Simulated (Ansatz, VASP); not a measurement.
## Two plane-wave programs on RbBr

POSCAR

```
RbBr
1.0
   -0.0408231919      3.8694968646      3.8694968646
    3.8694968646     -0.0408231919      3.8694968646
    3.8286736727      3.8286736727      0.0000000000
Rb Br
1 1
Direct
   -0.0024070247     -0.0024070247      0.0024070247
    0.2524070247      0.2524070247      0.2475929753
```

File INCAR.step1:

```
ALGO     = Normal         # electronic algorithm
EDIFF    = 1E-5           # SCF threshold, eV
ENCUT    = 520            # plane-wave cutoff, eV
GGA      = PE             # functional
ISIF     = 2              # what is computed and relaxed
ISMEAR   = 0              # smearing method
LASPH    = T              # aspherical terms in the spheres
LCHARG   = F              # write CHGCAR
LREAL    = F              # projectors in reciprocal space
LWAVE    = T              # write WAVECAR
NBANDS   = 15             # bands
NELM     = 100            # most SCF steps
PREC     = Accurate       # precision mode
SIGMA    = 0.01           # smearing width, eV
```

The input INCAR.step2:

```
ALGO     = Normal         # electronic algorithm
EDIFF    = 1E-7           # SCF threshold, eV
ENCUT    = 520            # plane-wave cutoff, eV
GGA      = PE             # functional
HFSCREEN = 0.2079         # screening, 1/A
ISIF     = 2              # what is computed and relaxed
ISMEAR   = 0              # smearing method
ISTART   = 1            
LASPH    = T              # aspherical terms in the spheres
LCHARG   = F              # write CHGCAR
LHFCALC  = T              # exact exchange
LREAL    = F              # projectors in reciprocal space
LWAVE    = F              # write WAVECAR
NBANDS   = 15             # bands
NELM     = 100            # most SCF steps
PREC     = Accurate       # precision mode
PRECFOCK = Normal       
SIGMA    = 0.01           # smearing width, eV
```

Contents of KPOINTS:

```
k-points
0
Gamma
  4 4 4
```

Input for Ansatz:

```yaml
crystal:
  lattice:
    - [-0.0408231919, 3.8694968646, 3.8694968646]
    - [3.8694968646, -0.0408231919, 3.8694968646]
    - [3.8286736727, 3.8286736727, 0.0]
  atoms:
    - { symbol: Rb, position: [-0.0024070247, -0.0024070247, 0.0024070247] }
    - { symbol: Br, position: [0.2524070247, 0.2524070247, 0.2475929753] }
kpoints:
  mp_grid: { grid: [4, 4, 4] }
  band_path:
    path:
      - [0.0, 0.0, 0.0]
      - [-0.5, -0.5, 0.0]
      - [-0.375, -0.375, 0.25]
      - [-0.375, 0.0, 0.375]
      - [0.0, 0.0, 0.5]
      - [-0.5, -0.25, 0.25]
    npoints: 1
hamiltonian:
  xc: hse06
scf:
  occupations: { method: fixed }
  n_extra_bands: 4
output:
  forces: true
  stress: true
  eigenvalues: true
```

Change from the starting cell: shear_xy strain -2.1%.

Alike in both runs: task single point; functional HSE06; k mesh 4 × 4 × 4; no spin polarisation.

|  | VASP | Ansatz |
| --- | --- | --- |
| version | VASP 6.6.1 | Ansatz 0.2.0 |
| potentials or method | VASP PAW PBE potentials, release 64 (Rb_sv, Br) | plane waves, PAW |
| plane-wave cutoff (eV) | 520 | 420 |
| occupations | gaussian, width 0.01 eV | fixed |
| valence electrons in the cell | 16 | 16 |

|  | VASP | Ansatz | Ansatz less VASP |
| --- | --- | --- | --- |
| gap on the k mesh at the Fermi level (eV) | 5.16 | 5.16 | -0.003 |
| pressure (GPa) | 0.1 | 0.1 | -0.01 |

Ansatz's warnings: stress exchange threshold loose, stress scf threshold loose.
